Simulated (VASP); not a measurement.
# Cl (Cmce) in VASP: notebook

Runs on Cl. Level: PBE+D3(BJ). Tasks: relaxation of cell and atoms, single point.

Program: VASP 6.6.1. These are calculated values, not measurements. Logs are shortened: lines on timing, memory, paths and dates and some standing lists are left out, and cuts for length are marked.

**1. The cell of the first run**

Symmetry: Cmce, No. 64, orthorhombic system. Conventional cell: a = 6.240 Å, b = 4.480 Å, c = 8.260 Å, α = 90.00°, β = 90.00°, γ = 90.00°. Within 2.7 Å of Cl (site symmetry m) lie 1 Cl at 2.02 Å.

**2. Relaxation of cell and atoms, PBE+D3(BJ)**

INCAR

```
  PREC = Accurate
  ENCUT = 600
  EDIFF = 1E-6
  ISMEAR = 0
  SIGMA = 0.02
  LREAL = F
  LASPH = T
  NELM = 100
  ALGO = Normal
  ISIF = 3
  LWAVE = F
  LCHARG = F
  GGA = PE
  IVDW = 12
  IBRION = 2
  NSW = 100
  EDIFFG = -0.005
```

KPOINTS

```
Automatic mesh
0
Gamma
  8 8 4
```

POSCAR

```
Cl
1.0
    3.1200000000     -2.2400000000      0.0000000000
    3.1200000000      2.2400000000      0.0000000000
    0.0000000000      0.0000000000      8.2600000000
Cl
4
Direct
    0.1300000000      0.8700000000      0.1000000000
    0.6300000000      0.3700000000      0.4000000000
    0.8700000000      0.1300000000      0.9000000000
    0.3700000000      0.6300000000      0.6000000000
```

Potentials or basis: VASP PAW PBE potentials, release 64 (Cl).

Started as:

```console
cat potpaw_PBE.64/Cl/POTCAR > POTCAR
mpirun -np 1 vasp_std > vasp.out
```

OUTCAR:

```text
PREC = Accurate
   ENCUT = 600
   EDIFF = 1E-6
   ISMEAR = 0
   LREAL = F
   LASPH = T
   NELM = 100
   ISIF = 3
   GGA = PE
   IVDW = 12
   IBRION = 2
   NSW = 100
   EDIFFG = -0.005
 IVDW          = 12

 ion  position               nearest neighbor table
   1  0.130  0.870  0.100-   3 2.02
   2  0.630  0.370  0.400-   4 2.02
   3  0.870  0.130  0.900-   1 2.02
   4  0.370  0.630  0.600-   2 2.02

  LATTYP: Found a base centered orthorhombic cell.
 ALAT       =     4.4800000000
 B/A-ratio  =     1.3928571429
 C/A-ratio  =     1.8437500000

  Lattice vectors:

 A1 = (  -3.1200000000,  -2.2400000000,   0.0000000000)
 A2 = (   3.1200000000,  -2.2400000000,   0.0000000000)
 A3 = (   0.0000000000,   0.0000000000,   8.2600000000)

Analysis of symmetry for initial positions (statically):
=====================================================================
 Subroutine PRICEL returns:
 Original cell was already a primitive cell.

 Routine SETGRP: Setting up the symmetry group for a
 base centered orthorhombic supercell.

 Subroutine GETGRP returns: Found  8 space group operations
 (whereof  4 operations were pure point group operations)
 out of a pool of  8 trial point group operations.

The static configuration has the point symmetry C_2h.
 The point group associated with its full space group is D_2h.

Analysis of symmetry for dynamics (positions and initial velocities):
=====================================================================
 Subroutine PRICEL returns:
 Original cell was already a primitive cell.

 Routine SETGRP: Setting up the symmetry group for a
 base centered orthorhombic supercell.

 Subroutine GETGRP returns: Found  8 space group operations
 (whereof  4 operations were pure point group operations)
 out of a pool of  8 trial point group operations.

The dynamic configuration has the point symmetry C_2h.
 The point group associated with its full space group is D_2h.

 Subroutine INISYM returns: Found  8 space group operations
 (whereof  4 operations are pure point group operations),
 and found     1 'primitive' translations

----------------------------------------------------------------------------------------

                                     Primitive cell

  volume of cell :     115.4550

  direct lattice vectors                    reciprocal lattice vectors
     3.120000000 -2.240000000  0.000000000     0.160256410 -0.223214286  0.000000000
     3.120000000  2.240000000  0.000000000     0.160256410  0.223214286  0.000000000
     0.000000000  0.000000000  8.260000000     0.000000000  0.000000000  0.121065375

  length of vectors
     3.840833243  3.840833243  8.260000000     0.274784887  0.274784887  0.121065375

  position of ions in fractional coordinates (direct lattice)
     0.130000000  0.870000000  0.100000000
     0.630000000  0.370000000  0.400000000
     0.870000000  0.130000000  0.900000000
     0.370000000  0.630000000  0.600000000

  ion indices of the primitive-cell ions
   primitive index   ion index
                 1           1
                 2           2
                 3           3
                 4           4

----------------------------------------------------------------------------------------

 KPOINTS: Automatic mesh

Automatic generation of k-mesh.
 Grid dimensions read from file:
 generate k-points for:    8    8    4

 Generating k-lattice:

  Cartesian coordinates                     Fractional coordinates (reciprocal lattice)
     0.020032051 -0.027901786  0.000000000     0.125000000  0.000000000  0.000000000
     0.020032051  0.027901786  0.000000000     0.000000000  0.125000000  0.000000000
     0.000000000  0.000000000  0.030266344     0.000000000  0.000000000  0.250000000

  Length of vectors
     0.034348111  0.034348111  0.030266344

  Shift w.r.t. Gamma in fractional coordinates (k-lattice)
     0.000000000  0.000000000  0.000000000

 Subroutine IBZKPT returns following result:
 ===========================================

 Found     63 irreducible k-points:

 Following reciprocal coordinates:
            Coordinates               Weight
  0.000000  0.000000  0.000000      1.000000
  0.125000  0.000000  0.000000      4.000000
  0.250000  0.000000  0.000000      4.000000
  0.375000  0.000000  0.000000      4.000000
  0.500000  0.000000  0.000000      2.000000
  0.125000  0.125000  0.000000      2.000000
[... 16 lines left out ...]
  0.125000  0.000000  0.250000      8.000000
  0.250000  0.000000  0.250000      8.000000
 [... further k-points ...]
   k-points           NKPTS =     63   k-points in BZ     NKDIM =     63   number of bands    NBANDS=     18
   number of dos      NEDOS =    301   number of ions     NIONS =      4
   total plane-waves  NPLWV =  71680
   dimension x,y,z NGX =    32 NGY =   32 NGZ =   70
   dimension x,y,z NGXF=    64 NGYF=   64 NGZF=  140
   ions per type =               4
   NGX,Y,Z   is equivalent  to a cutoff of  13.85, 13.85, 14.09 a.u.
   NGXF,Y,Z  is equivalent  to a cutoff of  27.70, 27.70, 28.18 a.u.
 SYSTEM =  unknown system
   PREC   = accura    normal or accurate (medium, high low for compatibility)
   ISTART =      0    job   : 0-new  1-cont  2-samecut
   ICHARG =      2    charge: 1-file 2-atom 10-const
   ISPIN  =      1    spin polarized calculation?
   LNONCOLLINEAR =      F non collinear calculations
   LSORBIT =      F    spin-orbit coupling
   LASPH  =      T    aspherical Exc in radial PAW
   ENCUT  =  600.0 eV  44.10 Ry    6.64 a.u.   7.67  7.67 16.50*2*pi/ulx,y,z
   NELM   =    100;   NELMIN=  2; NELMDL= -5     # of ELM steps
   EDIFF  = 0.1E-05   stopping-criterion for ELM
   LREAL  =      F    real-space projection
   EDIFFG = -.5E-02   stopping-criterion for IOM
   NSW    =    100    number of steps for IOM
   IBRION =      2    ionic relax: 0-MD 1-quasi-New 2-CG
   NFREE  =      1    steps in history (QN), initial steepest desc. (CG)
   ISIF   =      3    stress and relaxation
   ISYM   =      2    0-nonsym 1-usesym 2-fastsym
   POTIM  = 0.5000    time-step for ionic-motion
   TEBEG  =    0.0;   TEEND  =   0.0 temperature during run
   PSTRESS=    0.0 pullay stress
   NELECT =      28.0000    total number of electrons
   NUPDOWN=      -1.0000    fix difference up-down
   EMIN   =  10.00;   EMAX   =-10.00  energy-range for DOS
   EFERMI =   0.00;   METHOD = LEGACY
   ISMEAR =     0;   SIGMA  =   0.02  broadening in eV -4-tet -1-fermi 0-gaus
   EFERMI_NEDOS =   21; number of points for ismear=-14 and -15
   IALGO  =     38    algorithm
   IMIX   =      4    mixing-type and parameters
     AMIX     =   0.40;   BMIX     =  1.00
     AMIX_MAG =   1.60;   BMIX_MAG =  1.00
  volume/ion in A,a.u.               =      28.86       194.78
  Fermi-wavevector in a.u.,A,eV,Ry     =   1.020916  1.929251 14.180934  1.042269
  Thomas-Fermi vector in A             =   2.154512
   LORBIT       =      0    0 simple, 1 ext, 2 COOP (PROOUT), +10 PAW based schemes
   GGA     = PE    functional components
   LHFCALC =     F    Hartree Fock is set to
   AEXX    =    0.0000 exact exchange contribution
   IVDW    =    12    specifies the selected vdW correction
   LEPSILON=     F    determine dielectric tensor
   LRPA    =     F    only Hartree local field effects (RPA)
 conjugate gradient relaxation of ions
 non-spin polarized calculation
 Gauss-broadening in eV      SIGMA  =   0.02
  energy-cutoff  :      600.00
  volume of cell :      115.45
 maximum number of plane-waves:      3874
   NGX = 15   NGY = 15   NGZ = 33

--------------------------------------- Ionic step        1  -------------------------------------------

 number of electron      27.9999999 magnetization

 Free energy of the ion-electron system (eV)
  ---------------------------------------------------
  ext. energy  EPLUGINS =         0.00000000
  ---------------------------------------------------
  free energy    TOTEN  =        -7.30386071 eV

  energy without entropy =       -7.30386071  energy(sigma->0) =       -7.30386071

------------------------ aborting loop because EDIFF is reached ----------------------------------------

 Edisp (eV)   -0.60919

 E8    (eV) :    -0.2046
[... 111 lines left out ...]
  FREE ENERGIE OF THE ION-ELECTRON SYSTEM (eV)
  ---------------------------------------------------
  free  energy   TOTEN  =        -7.9216496880 eV

  energy  without entropy=       -7.9216496880  energy(sigma->0) =       -7.92164969

 E-fermi :  -0.0373     XC(G=0):  -7.9793

 val. band max:       -0.1681638162   @ k =   0.0000   0.0000   0.0000
 cond. band min:       2.2737891312   @ k =   0.0000   0.0000   0.0000
 fundamental gap:      2.4419529474
 Fermi energy:        -0.0373079450

 k-point     1 :       0.0000    0.0000    0.0000
  band No.  band energies     occupation
      1     -16.8977      2.00000
      2     -16.5618      2.00000
      3     -13.0763      2.00000
      4     -12.1813      2.00000
      5      -5.7627      2.00000
      6      -4.5259      2.00000
[... 481 lines left out ...]
      5      -5.6040      2.00000
      6      -4.9437      2.00000
[... 10 lines left out ...]
     17       7.7302      0.00000
     18       8.0407      0.00000

 [... further k-points ...]

[... ionic steps 4 to 19 ...]

--------------------------------------- Ionic step       20  -------------------------------------------

 number of electron      27.9999995 magnetization

------------------------ aborting loop because EDIFF is reached ----------------------------------------
[... 79 lines left out ...]
--------------------------------------- Ionic step       22  -------------------------------------------

 number of electron      27.9999994 magnetization

 Free energy of the ion-electron system (eV)
  ---------------------------------------------------
  ext. energy  EPLUGINS =         0.00000000
  ---------------------------------------------------
  free energy    TOTEN  =        -7.31267996 eV

  energy without entropy =       -7.31267996  energy(sigma->0) =       -7.31267996

 E-fermi :   0.0416     XC(G=0):  -8.0129

 val. band max:       -0.0814012443   @ k =   0.0000   0.0000   0.0000
 cond. band min:       2.2511437394   @ k =   0.0000   0.0000   0.0000
 fundamental gap:      2.3325449837
 Fermi energy:         0.0416358011

 k-point     1 :       0.0000    0.0000    0.0000
  band No.  band energies     occupation
      1     -16.8538      2.00000
      2     -16.5210      2.00000
      3     -13.0545      2.00000
      4     -12.1432      2.00000
      5      -5.7614      2.00000
      6      -4.4342      2.00000
[... 481 lines left out ...]
      5      -5.5764      2.00000
      6      -4.8815      2.00000
[... 10 lines left out ...]
     17       7.8068      0.00000
     18       8.0881      0.00000

 [... further k-points ...]

------------------------ aborting loop because EDIFF is reached ----------------------------------------

 Edisp (eV)   -0.64870

 E8    (eV) :    -0.2178
[... 27 lines left out ...]
  FREE ENERGIE OF THE ION-ELECTRON SYSTEM (eV)
  ---------------------------------------------------
  free  energy   TOTEN  =        -7.9613798508 eV

  energy  without entropy=       -7.9613798508  energy(sigma->0) =       -7.96137985

 reached required accuracy - stopping structural energy minimisation
```

Run time: 12 min. Hardware: 1 thread of Intel Xeon 6975P-C (Granite Rapids), shared host; peak memory 0.34 GiB.

What came out:

- Free energy: -7.9614 eV
- Relaxed volume: 27.27 Å³/atom
- Relaxed cell: a = 3.865 Å, b = 3.865 Å, c = 8.110 Å, α = 90.00°, β = 90.00°, γ = 64.20°
- Space group after relaxing (to 0.1 Å): Cmce (No. 64)
- Energy gained by relaxing: 12.1 meV/atom
- Ionic steps: 22
- Pressure after relaxing: 0.0 GPa
- Largest force after relaxing: 0.005 eV/Å
- Band gap on the k mesh: 2.33 eV
- Dispersion energy per atom: -0.162 eV

Forces in eV/Å, atoms in the order of the input:
```
Cl   0.000  0.003 -0.004
Cl   0.000  0.003  0.004
Cl   0.000 -0.003  0.004
Cl   0.000 -0.003 -0.004
```

Step by step:
| step | energy change (eV) | largest force (eV/Å) | pressure (GPa) | volume (Å³) |
| --- | --- | --- | --- | --- |
| 1 | 0.0000 | 0.2378 | -0.83 | 115.45 |
| 2 | 0.0039 | 0.6163 | 0.90 | 112.96 |
| 3 | -0.0086 | 0.1617 | -0.08 | 114.30 |
| 4 | -0.0139 | 0.1519 | -0.07 | 113.72 |
| 5 | -0.0278 | 0.1216 | -0.04 | 111.98 |
| 6 | -0.0414 | 0.0778 | 0.23 | 108.49 |
| 7 | -0.0308 | 0.4044 | -0.92 | 109.70 |
| 8 | -0.0421 | 0.0265 | -0.01 | 108.73 |
| 9 | -0.0434 | 0.0264 | -0.03 | 108.92 |
| 10 | -0.0461 | 0.0286 | -0.07 | 109.45 |
| 11 | -0.0465 | 0.0497 | -0.16 | 110.40 |
| 12 | -0.0471 | 0.0373 | -0.12 | 109.97 |
| 13 | -0.0383 | 0.3682 | 0.87 | 108.61 |
| 14 | -0.0473 | 0.0166 | -0.02 | 109.82 |
| 15 | -0.0477 | 0.0099 | 0.00 | 109.35 |
| 16 | -0.0481 | 0.0183 | 0.01 | 108.46 |
| 17 | -0.0475 | 0.0933 | 0.28 | 108.17 |
| 18 | -0.0481 | 0.0050 | 0.07 | 108.40 |
| 19 | -0.0482 | 0.0026 | 0.05 | 108.55 |
| 20 | -0.0483 | 0.0012 | 0.02 | 108.73 |
| 21 | -0.0483 | 0.0017 | 0.01 | 108.82 |
| 22 | -0.0483 | 0.0047 | -0.01 | 109.09 |

Final structure:
```
CELL_PARAMETERS angstrom
3.27431 -2.05411 0.00000
3.27431 2.05411 0.00000
0.00000 0.00000 8.11014
ATOMIC_POSITIONS crystal
Cl 0.12306 0.87694 0.10773
Cl 0.62306 0.37694 0.39227
Cl 0.87694 0.12306 0.89227
Cl 0.37694 0.62306 0.60773
```

**3. Single point, PBE+D3(BJ) (uniaxial strain along c: +3.0 %)**

INCAR

```
PREC = Accurate
ENCUT = 520
EDIFF = 1E-7
ISMEAR = 0
SIGMA = 0.02
LREAL = F
LASPH = T
NELM = 100
ALGO = Normal
ISIF = 2
LWAVE = F
LCHARG = F
GGA = PE
IVDW = 12
NBANDS = 38
```

KPOINTS

```
regular mesh
0
Gamma
  4 8 4
```

POSCAR

```
Cl
1.0
    6.5420243293      0.0000000000      0.0000000000
    0.0000000000      4.0382652219      0.0000000000
    0.0000000000      0.0000000000      8.3349611710
Cl
8
Direct
    0.5000000000      0.3789916834      0.1085652338
    0.5000000000      0.8789916834      0.3914347662
    0.5000000000      0.6210083166      0.8914347662
    0.5000000000      0.1210083166      0.6085652338
    0.0000000000      0.8789916834      0.1085652338
    0.0000000000      0.3789916834      0.3914347662
    0.0000000000      0.1210083166      0.8914347662
    0.0000000000      0.6210083166      0.6085652338
```

Potentials or basis: VASP PAW PBE potentials, release 64 (Cl).

Started as:

```console
cat potpaw_PBE.64/Cl/POTCAR > POTCAR
mpirun -np 1 vasp_std > vasp.out
```

Wall time 4.4 min (1 thread of Intel Xeon Platinum 8488C (Sapphire Rapids), shared host); peak memory 0.43 GiB.

Results (log left out):

- Free energy: -15.8690 eV
- Pressure: -1.4 GPa
- Largest force: 0.520 eV/Å
- Band gap on the k mesh: 1.97 eV
- Dispersion energy per atom: -0.161 eV

Forces on the atoms (eV/Å):
```
Cl   0.000  0.260 -0.450
Cl   0.000  0.260  0.450
Cl   0.000 -0.260  0.450
Cl   0.000 -0.260 -0.450
Cl   0.000  0.260 -0.450
Cl   0.000  0.260  0.450
Cl   0.000 -0.260  0.450
Cl   0.000 -0.260 -0.450
```

Stress tensor (GPa, compression positive):
```
 0.07  0.00  0.00
 0.00 -0.94  0.00
 0.00  0.00 -3.20
```

Levels at points of the mesh, in eV from the valence-band top:
```csv
k point,band 24,band 25,band 26,band 27,band 28,band 29,band 30,band 31,band 32,band 33
"(0.00, 0.00, 0.00)",-0.44,-0.37,-0.27,-0.19,0.00,1.97,2.06,2.80,2.97,6.86
"(0.50, 0.00, 0.00)",-0.82,-0.40,-0.40,-0.14,-0.14,2.04,2.04,2.89,2.89,8.30
"(0.00, 0.50, 0.00)",-0.76,-0.69,-0.69,-0.25,-0.25,2.69,2.69,2.76,2.76,8.95
"(0.50, 0.50, 0.00)",-0.94,-0.35,-0.35,-0.35,-0.35,2.73,2.73,2.73,2.73,8.09
"(0.00, 0.00, 0.50)",-0.82,-0.78,-0.78,-0.09,-0.09,2.40,2.40,2.44,2.44,7.28
"(0.50, 0.00, 0.50)",-0.87,-0.40,-0.40,-0.40,-0.40,2.44,2.44,2.44,2.44,8.76
"(0.00, 0.50, 0.50)",-0.49,-0.28,-0.28,-0.28,-0.28,2.43,2.43,2.43,2.43,9.64
"(0.50, 0.50, 0.50)",-0.65,-0.14,-0.14,-0.14,-0.14,2.42,2.42,2.42,2.42,8.36
```

Caveat: the cell differs from its parent crystal (uniaxial strain along c: +3.0 %).

**4. Single point, PBE+D3(BJ) (uniaxial strain along c: +4.5 %, then relaxed in part)**

INCAR

```
PREC = Accurate ; ENCUT = 520
EDIFF = 1E-7 ; ISMEAR = 0
SIGMA = 0.02 ; LREAL = False
LASPH = True ; NELM = 60
ALGO = Normal ; ISIF = 2
LWAVE = False ; LCHARG = False
GGA = PE ; IVDW = 12
NBANDS = 38
```

KPOINTS

```
Automatic mesh
0
Gamma
  4 8 4
```

POSCAR

```
Cl
1.0
    6.6436049570      0.0000000000      0.0000000000
    0.0000000000      3.9482791634      0.0000000000
    0.0000000000      0.0000000000      8.4563441007
Cl
8
Direct
    0.5000000000      0.3858969428      0.1074983309
    0.5000000000      0.8858969428      0.3925016691
    0.5000000000      0.6141030572      0.8925016691
    0.5000000000      0.1141030572      0.6074983309
    0.0000000000      0.8858969428      0.1074983309
    0.0000000000      0.3858969428      0.3925016691
    0.0000000000      0.1141030572      0.8925016691
    0.0000000000      0.6141030572      0.6074983309
```

Started as:

```console
cat potpaw_PBE.64/Cl/POTCAR > POTCAR
mpirun -np 1 vasp_std > vasp.out
```

It took 3.7 min on 1 thread of Intel Xeon Platinum 8488C (Sapphire Rapids), shared host; peak memory 0.43 GiB.

The run converged. Its results:

```
Free energy                : -15.8990 eV
Pressure                   : -0.6 GPa
Largest force              : 0.176 eV/Å
Band gap on the k mesh     : 1.97 eV
Dispersion energy per atom : -0.159 eV
```

Forces on the atoms (eV/Å):
```
Cl   0.000  0.076 -0.159
Cl   0.000  0.076  0.159
Cl   0.000 -0.076  0.159
Cl   0.000 -0.076 -0.159
Cl   0.000  0.076 -0.159
Cl   0.000  0.076  0.159
Cl   0.000 -0.076  0.159
Cl   0.000 -0.076 -0.159
```

Stress tensor (GPa, compression positive):
```
-0.06  0.00  0.00
 0.00 -0.22  0.00
 0.00  0.00 -1.52
```

Levels at points of the mesh, in eV from the valence-band top:
```tsv
k point	band 25	band 26	band 27	band 28	band 29	band 30	band 31	band 32
(0.00, 0.00, 0.00)	-0.37	-0.37	-0.25	0.00	1.97	2.09	3.02	3.16
(0.50, 0.00, 0.00)	-0.40	-0.40	-0.19	-0.19	2.06	2.06	3.09	3.09
(0.00, 0.50, 0.00)	-0.78	-0.78	-0.32	-0.32	2.77	2.77	2.85	2.85
(0.50, 0.50, 0.00)	-0.39	-0.39	-0.39	-0.39	2.81	2.81	2.81	2.81
(0.00, 0.00, 0.50)	-0.75	-0.75	-0.12	-0.12	2.55	2.55	2.55	2.55
(0.50, 0.00, 0.50)	-0.47	-0.47	-0.47	-0.47	2.57	2.57	2.57	2.57
(0.00, 0.50, 0.50)	-0.39	-0.39	-0.39	-0.39	2.49	2.49	2.49	2.49
(0.50, 0.50, 0.50)	-0.22	-0.22	-0.22	-0.22	2.49	2.49	2.49	2.49
```

Caveat: the cell differs from its parent crystal (uniaxial strain along c: +4.5 %, then relaxed in part). A k mesh can miss the band edges.

**5. Summary**

```tsv
task	cell	k mesh	cutoff (eV)	gap on the mesh (eV)	pressure (GPa)	largest force (eV/Å)
relaxation of cell and atoms	relaxed from a = 3.841, b = 3.841, c = 8.260 Å, angles 90.0, 90.0, 71.4°, 4 atoms, atomic positions A	8 × 8 × 4	600	2.33	0.0	-
single point	a = 6.542, b = 4.038, c = 8.335 Å, 8 atoms, atomic positions B	4 × 8 × 4	520	1.97	-1.4	0.52
single point	a = 6.644, b = 3.948, c = 8.456 Å, 8 atoms, atomic positions C	4 × 8 × 4	520	1.97	-0.6	0.18
```

Alike in all rows: level PBE+D3(BJ); potentials or basis VASP PAW PBE potentials, release 64 (Cl); no spin polarisation; smearing gaussian 0.02 eV.

Total energies depend on the potentials used, so only differences within one code and one set of settings carry meaning.
